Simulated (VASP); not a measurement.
Wanted: the native input for a VASP 6.6.1 run.

* Task: single point
* Functional: PBEsol
* Potentials or basis: VASP PAW PBE potentials, release 64 (Hf_pv, B)
* Cutoff: 520 eV
* k mesh: 10 × 10 × 10
* Occupations: methfessel-paxton, width 0.025 eV
* Spin: no spin polarisation
* Dipole correction: no
* Further INCAR settings: ALGO = Normal; EDIFF = 1e-07; NBANDS = 14

The structure of HfB lies in POSCAR:

```
HfB
1.0
    0.0000000000      2.3100000000      2.3100000000
    2.3100000000      0.0000000000      2.3100000000
    2.3100000000      2.3100000000      0.0000000000
Hf B
1 1
Direct
    0.5000000000      0.5000000000      0.5000000000
    0.0000000000      0.0000000000      0.0000000000
```

One way to write it, as run:

INCAR

```
SYSTEM = HfB
PREC = Accurate ; ENCUT = 520
EDIFF = 1E-7 ; ISMEAR = 1
SIGMA = 0.025 ; LREAL = .False.
LASPH = .True. ; NELM = 100
ALGO = Normal ; ISIF = 2
LWAVE = .False. ; LCHARG = .False.
GGA = PS ; NBANDS = 14
```

KPOINTS

```
Automatic mesh
0
Gamma
  10 10 10
  0 0 0
```

Potentials or basis: VASP PAW PBE potentials, release 64 (Hf_pv, B).

The run is started by

```bash
$ cat potpaw_PBE.64/Hf_pv/POTCAR potpaw_PBE.64/B/POTCAR > POTCAR
$ mpirun -np 1 vasp_std > vasp.out
```

Results of the run:

```yaml
Pressure: 24.1 GPa
```

Caveat: the PAW data sets were made with another functional, which shifts forces and pressure a little.

It took 4.7 s on 1 thread of Intel(R) Xeon(R) 6975P-C (Granite Rapids), on a shared host, peak memory 0.15 GiB.
